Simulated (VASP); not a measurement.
Set up this calculation in VASP 6.6.1, as the native input.

- Task: single point
- Functional: PBE
- Potentials or basis: VASP PAW PBE potentials, release 64 (Mg_sv, Cd_sv_GW, S)
- Cutoff: 840 eV
- k mesh: 3 × 3 × 6
- Occupations: gaussian, width 0.1 eV
- Spin: no spin polarisation
- Dipole correction: no
- Further INCAR settings: ALGO = Normal; EDIFF = 1e-06; NBANDS = 43

The structure of MgCd2S3 lies in POSCAR:

```
MgCd2S3
1.0
    6.5205280100      0.0000000000      0.0000000000
   -3.2602640100      5.6469429000      0.0000000000
    0.0000000000      0.0000000000      3.5983963000
Mg Cd S
1 2 3
Direct
    0.0000000000      0.0000000000      0.0000000000
    0.3333333300      0.6666666700      0.0000000000
    0.6666666700      0.3333333300      0.0000000000
    0.5000000000      0.0000000000      0.5000000000
    0.5000000000      0.5000000000      0.5000000000
    0.0000000000      0.5000000000      0.5000000000
```

The cell was generated, and may not be a known phase.

One way to write it, as run:

INCAR

```
ALGO     = Normal         # electronic algorithm
EDIFF    = 1E-6           # SCF threshold, eV
ENCUT    = 840            # plane-wave cutoff, eV
GGA      = PE             # functional
GGA_COMPAT= False        
ISIF     = 2              # what is computed and relaxed
ISMEAR   = 0              # smearing method
LASPH    = True           # aspherical terms in the spheres
LCHARG   = False          # write CHGCAR
LREAL    = False          # projectors in reciprocal space
LWAVE    = False          # write WAVECAR
NBANDS   = 43             # bands
NELM     = 120            # most SCF steps
PREC     = Accurate       # precision mode
SIGMA    = 0.1            # smearing width, eV
```

KPOINTS

```
k-points
0
Gamma
  3 3 6
```

Potentials or basis: VASP PAW PBE potentials, release 64 (Mg_sv, Cd_sv_GW, S).

Run with:

```bash
$ cat potpaw_PBE.64/Mg_sv/POTCAR potpaw_PBE.64/Cd_sv_GW/POTCAR potpaw_PBE.64/S/POTCAR > POTCAR
$ mpirun -np 1 vasp_std > vasp.out
```

Results of the run:

```json
{
  "Pressure": "5.4 GPa",
  "Band gap on the k mesh": "zero (bands 34 and 35 overlap by 0.68 eV)"
}
```

Caveat: the k points lie up to 0.37 Å⁻¹ apart, too coarse for converged energies and pressures of a metal; semilocal functionals underestimate gaps, and a narrow one can read as zero.

Wall time 3.2 min on 1 thread of Intel(R) Xeon(R) 6975P-C (Granite Rapids), with other jobs on the host, peak memory 0.44 GiB.
